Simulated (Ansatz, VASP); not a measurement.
Two plane-wave programs on NaF

```xyz
2
Lattice="2.9047 0.0000 0.0000 0.0000 2.9047 0.0000 0.0000 0.0000 2.9047" Properties=species:S:1:pos:R:3 pbc="T T T"
Na    0.0000    0.0000    0.0000
F     1.4523    1.4523    1.4523
```

Change from the starting cell: hydrostatic strain +4.0%.

Alike in both runs: task single point; functional HSE06; k mesh 6 × 6 × 6; no spin polarisation.

|  | VASP | Ansatz |
| --- | --- | --- |
| version | VASP 6.6.1 | Ansatz 0.2.0 |
| potentials or method | VASP PAW PBE potentials, release 64 (Na_pv, F) | plane waves, PAW |
| plane-wave cutoff (eV) | 520 | 420 |
| occupations | gaussian, width 0.01 eV | fixed |
| valence electrons in the cell | 14 | 16 |

|  | VASP | Ansatz | Ansatz less VASP |
| --- | --- | --- | --- |
| gap on the k mesh at the Fermi level (eV) | 7.52 | 7.56 | +0.032 |
| pressure (GPa) | -3.8 | -3.8 | +0.03 |

VASP's potentials hold 14 valence electrons a cell and Ansatz's 16, so a difference there can come from the potentials and not from the codes. Ansatz's warnings: stress exchange threshold loose, stress scf threshold loose.
